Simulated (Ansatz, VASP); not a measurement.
**One calculation of Si, two programs**

```
CELL_PARAMETERS angstrom
1.29108 -2.41045 0.00000
1.29108 2.41045 0.00000
0.00000 0.00000 3.76426
ATOMIC_POSITIONS crystal
Si 0.00000 0.00000 0.00000
```

Alike in both runs: task relaxation of cell and atoms; functional PBE; k mesh 8 × 8 × 4; occupations gaussian, width 0.1 eV; no spin polarisation.

```csv
,VASP,Ansatz
version,VASP 6.6.1,Ansatz 0.2.0
potentials or method,"VASP PAW PBE potentials, release 64 (Si), cutoff 600 eV","scalar-relativistic, plane waves, PAW"
valence electrons in the cell,4,4
```

|  | VASP | Ansatz | Ansatz less VASP |
| --- | --- | --- | --- |
| gap on the k mesh at the Fermi level, each at its own relaxed structure (eV) | none | none | - |
| relaxed volume (Å³/atom) | 15.84 | 15.89 | +0.050 |
| relaxed cell length with the largest relative difference (Å) | 2.399 | 2.365 | -0.0344 |

A gap of «none» marks a metal or a gap that the smearing closes.

The k mesh is coarse, so the values compare programs but aren't converged. Noted on VASP's run: the volume moved by over 15 % at a fixed basis, so the end points are rough.
